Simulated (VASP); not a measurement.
Here is a VASP 6.6.1 calculation.

INCAR

```
SYSTEM = CdS
PREC     = Accurate       ! precision mode
ENCUT    = 520            ! plane-wave cutoff, eV
EDIFF    = 1E-8           ! SCF threshold, eV
ISMEAR   = 0              ! smearing method
SIGMA    = 0.01           ! smearing width, eV
LREAL    = .False.        ! projectors in reciprocal space
LASPH    = .True.         ! aspherical terms in the spheres
NELM     = 80             ! most SCF steps
ALGO     = Normal         ! electronic algorithm
ISIF     = 2              ! what is computed and relaxed
LWAVE    = .False.        ! write WAVECAR
LCHARG   = .False.        ! write CHGCAR
GGA      = PS             ! functional
IBRION   = 8              ! ionic algorithm
NSW      = 1              ! ionic steps
```

File KPOINTS:

```
Automatic mesh
0
Gamma
  6 6 6
  0 0 0
```

Contents of POSCAR:

```
CdS
1.0
    0.0000000000      2.9411174201      2.9411174201
    2.9411174201      0.0000000000      2.9411174201
    2.9411174201      2.9411174201      0.0000000000
Cd S
1 1
Direct
    0.0000000000      0.0000000000      0.0000000000
    0.7500000000      0.7500000000      0.7500000000
```

Potentials or basis: VASP PAW PBE potentials, release 64 (Cd, S).

Launch:

```console
$ cat potpaw_PBE.64/Cd/POTCAR potpaw_PBE.64/S/POTCAR > POTCAR
$ mpirun -np 1 vasp_std > vasp.out
```

Predict the highest phonon frequency at Γ, LO-TO splitting left out.

223 cm⁻¹.

Phonon frequencies in cm⁻¹ (negative: imaginary):
| q point | frequencies |
| --- | --- |
| (0.000, 0.000, 0.000) | 0 0 0 223 223 223 |

Caveat: the cell wasn't relaxed at this level first, which shifts response properties.
